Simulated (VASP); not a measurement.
# Cu (P1) in VASP: relaxation of cell and atoms with PBE

Aim: the relaxation of cell and atoms of Cu with PBE.

Program: VASP 6.6.1. These are calculated values, not measurements. Logs are shortened: lines on timing, memory, paths and dates and some standing lists are left out, and cuts for length are marked.

**1. The cell of the first run**

The typed cell holds 3 atoms: a = 3.291 Å, b = 3.656 Å, c = 3.684 Å, α = 85.01°, β = 77.26°, γ = 104.63°.

The cell was built from a structure type or drawn by symmetry, and may not be a known phase.

**2. Relaxation of cell and atoms, PBE**

Input file INCAR:

```
SYSTEM = Cu
PREC = Accurate ; ENCUT = 600
EDIFF = 1E-6 ; ISMEAR = 0
SIGMA = 0.1 ; LREAL = .False.
LASPH = .True. ; NELM = 100
ALGO = Fast ; ISIF = 3
LWAVE = .False. ; LCHARG = .False.
GGA = PE ; IBRION = 2
NSW = 90 ; EDIFFG = -0.04
```

Input file KPOINTS:

```
regular mesh
0
Gamma
  6 6 6
  0 0 0
```

Input file POSCAR:

```
Cu
1.0
    3.2912143951      0.0000000000      0.0000000000
   -0.9234885466      3.5372418860      0.0000000000
    0.8120575218      0.5433537704      3.5517843250
Cu
3
Direct
    0.4407252968      0.7937067373      0.7277421158
    0.7155440028      0.4996025474      0.4563508236
    0.6868230745      0.5092111155      0.9824336818
```

Potentials or basis: VASP PAW PBE potentials, release 64 (Cu).

On the command line:

```sh
cat potpaw_PBE.64/Cu/POTCAR > POTCAR
mpirun -np 1 vasp_std > vasp.out
```

OUTCAR:

```text
SYSTEM = Cu
   PREC = Accurate
   ENCUT = 600
   EDIFF = 1E-6
   ISMEAR = 0
   LREAL = .False.
   LASPH = .True.
   NELM = 100
   ISIF = 3
   GGA = PE
   IBRION = 2
   NSW = 90
   EDIFFG = -0.04

 ion  position               nearest neighbor table
   1  0.441  0.794  0.728-   3 1.79   2 1.80   3 2.37   2 2.54   2 2.79
   2  0.716  0.500  0.456-   3 1.77   1 1.80   3 1.92   1 2.54   1 2.79
   3  0.687  0.509  0.982-   2 1.77   1 1.79   2 1.92   1 2.37

  LATTYP: Found a triclinic cell.
 ALAT       =     3.6837267312
 B/A-ratio  =     1.4688910998
 C/A-ratio  =     3.1193936912
 COS(alpha) =     0.0006934859
 COS(beta)  =     0.6489121559
 COS(gamma) =     0.7395861526

  Lattice vectors:

 A1 = (  -0.8120575218,  -0.5433537704,  -3.5517843250)
 A2 = (   0.1114310248,  -4.0805956564,  -3.5517843250)
 A3 = (  -6.7623065319,   5.9877762312,  -7.1035686500)

Analysis of symmetry for initial positions (statically):
=====================================================================
 Subroutine PRICEL returns:
 Original cell was already a primitive cell.

 Routine SETGRP: Setting up the symmetry group for a
 triclinic supercell.

 Subroutine GETGRP returns: Found  1 space group operations
 (whereof  1 operations were pure point group operations)
 out of a pool of  2 trial point group operations.

The static configuration has the point symmetry C_1 .

Analysis of symmetry for dynamics (positions and initial velocities):
=====================================================================
 Subroutine PRICEL returns:
 Original cell was already a primitive cell.

 Routine SETGRP: Setting up the symmetry group for a
 triclinic supercell.

 Subroutine GETGRP returns: Found  1 space group operations
 (whereof  1 operations were pure point group operations)
 out of a pool of  2 trial point group operations.

The dynamic configuration has the point symmetry C_1 .

 Subroutine INISYM returns: Found  1 space group operations
 (whereof  1 operations are pure point group operations),
 and found     1 'primitive' translations

----------------------------------------------------------------------------------------

                                     Primitive cell

  volume of cell :      41.3492

  direct lattice vectors                    reciprocal lattice vectors
     3.291214395  0.000000000  0.000000000     0.303839216  0.079325091 -0.081603071
    -0.923488547  3.537241886  0.000000000     0.000000000  0.282706140 -0.043248529
     0.812057522  0.543353770  3.551784325     0.000000000  0.000000000  0.281548627

  length of vectors
     3.291214395  3.655805145  3.683726731     0.324453079  0.285995099  0.281548627

  position of ions in fractional coordinates (direct lattice)
     0.440725297  0.793706737  0.727742116
     0.715544003  0.499602547  0.456350824
     0.686823074  0.509211116  0.982433682

  ion indices of the primitive-cell ions
   primitive index   ion index
                 1           1
                 2           2
                 3           3

----------------------------------------------------------------------------------------

 KPOINTS: regular mesh

Automatic generation of k-mesh.
 Grid dimensions read from file:
 generate k-points for:    6    6    6

 Generating k-lattice:

  Cartesian coordinates                     Fractional coordinates (reciprocal lattice)
     0.050639869  0.013220849 -0.013600512     0.166666667  0.000000000  0.000000000
     0.000000000  0.047117690 -0.007208088     0.000000000  0.166666667 -0.000000000
     0.000000000  0.000000000  0.046924771     0.000000000  0.000000000  0.166666667

  Length of vectors
     0.054075513  0.047665850  0.046924771

  Shift w.r.t. Gamma in fractional coordinates (k-lattice)
     0.000000000  0.000000000  0.000000000

 Subroutine IBZKPT returns following result:
 ===========================================

 Found    112 irreducible k-points:

 Following reciprocal coordinates:
            Coordinates               Weight
  0.000000  0.000000  0.000000      1.000000
  0.166667  0.000000  0.000000      2.000000
  0.333333  0.000000  0.000000      2.000000
  0.500000  0.000000  0.000000      1.000000
  0.000000  0.166667 -0.000000      2.000000
  0.166667  0.166667  0.000000      2.000000
[... 16 lines left out ...]
  0.333333  0.000000  0.166667      2.000000
  0.500000  0.000000  0.166667      2.000000
 [... further k-points ...]
   k-points           NKPTS =    112   k-points in BZ     NKDIM =    112   number of bands    NBANDS=     20
   number of dos      NEDOS =    301   number of ions     NIONS =      3
   total plane-waves  NPLWV =  25200
   dimension x,y,z NGX =    28 NGY =   30 NGZ =   30
   dimension x,y,z NGXF=    56 NGYF=   60 NGZF=   60
   ions per type =               3
   NGX,Y,Z   is equivalent  to a cutoff of  14.14, 13.64, 13.54 a.u.
   NGXF,Y,Z  is equivalent  to a cutoff of  28.29, 27.28, 27.08 a.u.
 SYSTEM =  Cu
   PREC   = accura    normal or accurate (medium, high low for compatibility)
   ISTART =      0    job   : 0-new  1-cont  2-samecut
   ICHARG =      2    charge: 1-file 2-atom 10-const
   ISPIN  =      1    spin polarized calculation?
   LNONCOLLINEAR =      F non collinear calculations
   LSORBIT =      F    spin-orbit coupling
   LASPH  =      T    aspherical Exc in radial PAW
   ENCUT  =  600.0 eV  44.10 Ry    6.64 a.u.   6.57  7.30  7.36*2*pi/ulx,y,z
   NELM   =    100;   NELMIN=  2; NELMDL= -5     # of ELM steps
   EDIFF  = 0.1E-05   stopping-criterion for ELM
   LREAL  =      F    real-space projection
   EDIFFG = -.4E-01   stopping-criterion for IOM
   NSW    =     90    number of steps for IOM
   IBRION =      2    ionic relax: 0-MD 1-quasi-New 2-CG
   NFREE  =      1    steps in history (QN), initial steepest desc. (CG)
   ISIF   =      3    stress and relaxation
   ISYM   =      2    0-nonsym 1-usesym 2-fastsym
   POTIM  = 0.5000    time-step for ionic-motion
   TEBEG  =    0.0;   TEEND  =   0.0 temperature during run
   PSTRESS=    0.0 pullay stress
   NELECT =      33.0000    total number of electrons
   NUPDOWN=      -1.0000    fix difference up-down
   EMIN   =  10.00;   EMAX   =-10.00  energy-range for DOS
   EFERMI =   0.00;   METHOD = LEGACY
   ISMEAR =     0;   SIGMA  =   0.10  broadening in eV -4-tet -1-fermi 0-gaus
   EFERMI_NEDOS =   21; number of points for ismear=-14 and -15
   IALGO  =     68    algorithm
   IMIX   =      4    mixing-type and parameters
     AMIX     =   0.40;   BMIX     =  1.00
     AMIX_MAG =   1.60;   BMIX_MAG =  1.00
  volume/ion in A,a.u.               =      13.78        93.01
  Fermi-wavevector in a.u.,A,eV,Ry     =   1.518531  2.869607 31.374166  2.305936
  Thomas-Fermi vector in A             =   2.627639
   LORBIT       =      0    0 simple, 1 ext, 2 COOP (PROOUT), +10 PAW based schemes
   GGA     = PE    functional components
   LHFCALC =     F    Hartree Fock is set to
   AEXX    =    0.0000 exact exchange contribution
   IVDW    =     0    specifies the selected vdW correction
   LEPSILON=     F    determine dielectric tensor
   LRPA    =     F    only Hartree local field effects (RPA)
 conjugate gradient relaxation of ions
 non-spin polarized calculation
 RMM-DIIS sequential band-by-band and
 Gauss-broadening in eV      SIGMA  =   0.10
  energy-cutoff  :      600.00
  volume of cell :       41.35
 maximum number of plane-waves:      1395
 NGX is ok and might be reduce to    28
   NGX = 13   NGY = 15   NGZ = 15

--------------------------------------- Ionic step        1  -------------------------------------------

 number of electron      32.9999994 magnetization

 Free energy of the ion-electron system (eV)
  ---------------------------------------------------
  ext. energy  EPLUGINS =         0.00000000
  ---------------------------------------------------
  free energy    TOTEN  =        -0.94796305 eV

  energy without entropy =       -0.94465738  energy(sigma->0) =       -0.94631021

------------------------ aborting loop because EDIFF is reached ----------------------------------------

  FORCE on cell =-STRESS in cart. coord.  units (eV):
  Direction    XX          YY          ZZ          XY          YZ          ZX
  --------------------------------------------------------------------------------------
  -------------------------------------------------------------------------------------
  Total       17.8910383     13.3001143     44.1418372    -13.2938091      6.6261737     10.0389039
  in kB      693.2320102    515.3454395   1710.3833805   -515.1011274    256.7472977    388.9818686
  external PRESSURE =     972.9869434 kB  Pullay stress =       0.0000000 kB
[... 22 lines left out ...]
  energy  without entropy=       -0.9446573780  energy(sigma->0) =       -0.94631021

--------------------------------------- Ionic step        2  -------------------------------------------

 number of electron      33.0000002 magnetization

------------------------ aborting loop EDIFF was not reached (unconverged)  ----------------------------

  FORCE on cell =-STRESS in cart. coord.  units (eV):
  Direction    XX          YY          ZZ          XY          YZ          ZX
  --------------------------------------------------------------------------------------
  -------------------------------------------------------------------------------------
  Total       -5.7451447     -3.3919224    -19.1609234      3.1157592     -4.7026879     -7.5602402
  in kB      -87.6096796    -51.7245866   -292.1914831     47.5132797    -71.7128981   -115.2886927
  external PRESSURE =    -143.8419164 kB  Pullay stress =       0.0000000 kB

 VOLUME and BASIS-vectors are now :
 -----------------------------------------------------------------------------
  energy-cutoff  :      600.00
  volume of cell :      105.07
      direct lattice vectors                 reciprocal lattice vectors
     4.238109032 -0.703583289  0.531315404     0.265804363  0.119203754 -0.080250080
    -1.945357808  4.491198576  0.227827030     0.046305494  0.244994250 -0.044933525
     1.502913773  0.864425847  6.261973166    -0.024237663 -0.019027725  0.168137925
[... 13 lines left out ...]
  energy  without entropy=       29.4700191372  energy(sigma->0) =       29.46869418

--------------------------------------- Ionic step        3  -------------------------------------------

 number of electron      32.9999979 magnetization

------------------------ aborting loop EDIFF was not reached (unconverged)  ----------------------------

  FORCE on cell =-STRESS in cart. coord.  units (eV):
  Direction    XX          YY          ZZ          XY          YZ          ZX
  --------------------------------------------------------------------------------------
  -------------------------------------------------------------------------------------
  Total        7.9913164     11.8046993      4.7196604      2.5655602     -4.9229929     -4.3560678
  in kB      142.8635607    211.0367408     84.3750206     45.8654179    -88.0100682    -77.8749481
  external PRESSURE =     146.0917741 kB  Pullay stress =       0.0000000 kB

 VOLUME and BASIS-vectors are now :
 -----------------------------------------------------------------------------
  energy-cutoff  :      600.00
  volume of cell :       89.62
      direct lattice vectors                 reciprocal lattice vectors
     4.041497084 -0.557492187  0.420993777     0.271405277  0.112956271 -0.080550823
    -1.733178228  4.293120272  0.180521327     0.039200059  0.250624620 -0.044432141
     1.359465296  0.797758866  5.699233144    -0.021289948 -0.016282362  0.182819744
[... 1680 lines left out ...]
      6       1.3843      2.00000
[... 12 lines left out ...]
     19      10.1311      0.00000
     20      11.1502      0.00000

 [... further k-points ...]

[... ionic steps 4 to 52 ...]

--------------------------------------- Ionic step       53  -------------------------------------------

 number of electron      33.0000006 magnetization

------------------------ aborting loop because EDIFF is reached ----------------------------------------

  FORCE on cell =-STRESS in cart. coord.  units (eV):
  Direction    XX          YY          ZZ          XY          YZ          ZX
  --------------------------------------------------------------------------------------
  -------------------------------------------------------------------------------------
  Total       -0.0589253     -0.0468074     -0.1098899      0.0830568     -0.0828078     -0.0376308
  in kB       -2.6101205     -2.0733524     -4.8676190      3.6790376     -3.6680078     -1.6668730
  external PRESSURE =      -3.1836973 kB  Pullay stress =       0.0000000 kB
[... 59 lines left out ...]
  energy  without entropy=      -11.1590342608  energy(sigma->0) =      -11.16120860

--------------------------------------- Ionic step       55  -------------------------------------------

 number of electron      33.0000012 magnetization

 Free energy of the ion-electron system (eV)
  ---------------------------------------------------
  ext. energy  EPLUGINS =         0.00000000
  ---------------------------------------------------
  free energy    TOTEN  =       -11.16379023 eV

  energy without entropy =      -11.15938473  energy(sigma->0) =      -11.16158748

 E-fermi :   7.3375     XC(G=0): -12.6161

 val. band max:        7.2930087900   @ k =  -0.3333  -0.3333   0.1667
 cond. band min:       7.3604580236   @ k =   0.1667   0.3333   0.0000
 fundamental gap:      0.0674492337
 Fermi energy:         7.3374637497

 k-point     1 :       0.0000    0.0000    0.0000
  band No.  band energies     occupation
      1      -1.8528      2.00000
      2       3.4320      2.00000
      3       3.4363      2.00000
      4       3.5513      2.00000
      5       3.5569      2.00000
      6       4.3188      2.00000
[... 573 lines left out ...]
  FREE ENERGIE OF THE ION-ELECTRON SYSTEM (eV)
  ---------------------------------------------------
  free  energy   TOTEN  =       -11.1637902336 eV

  energy  without entropy=      -11.1593847292  energy(sigma->0) =      -11.16158748

 reached required accuracy - stopping structural energy minimisation
```

It took 61 min on 1 thread of Intel Xeon 6975P-C (Granite Rapids), shared host; peak memory 0.29 GiB.

What came out:

- Free energy: -11.1638 eV
- Relaxed volume: 12.03 Å³/atom
- Relaxed cell: a = 2.616 Å, b = 3.569 Å, c = 4.451 Å, α = 66.54°, β = 72.88°, γ = 90.11°
- Space group after relaxing (to 0.1 Å): I4/mmm (No. 139)
- Pressure after relaxing: 0.1 GPa
- Largest force after relaxing: 0.016 eV/Å
- Band gap on the k mesh: zero (an odd number of electrons rules out a gap without spin polarisation)

Forces on the atoms (eV/Å):
```
Cu   0.005  0.000  0.001
Cu  -0.006 -0.001  0.015
Cu   0.001  0.002 -0.016
```

Final structure:
```
Cu
1.0
     2.59063    0.27737    0.23924
    -0.42384    3.51671    0.43413
     0.79182    1.38029    4.15711
Cu
3
Direct
  0.28064 0.93422 0.72214
  0.94841 0.60109 0.38832
  0.61405 0.26721 0.05607
```

Caveat: a cell axis changed by over 15 % at a fixed basis, so the end point is rough.
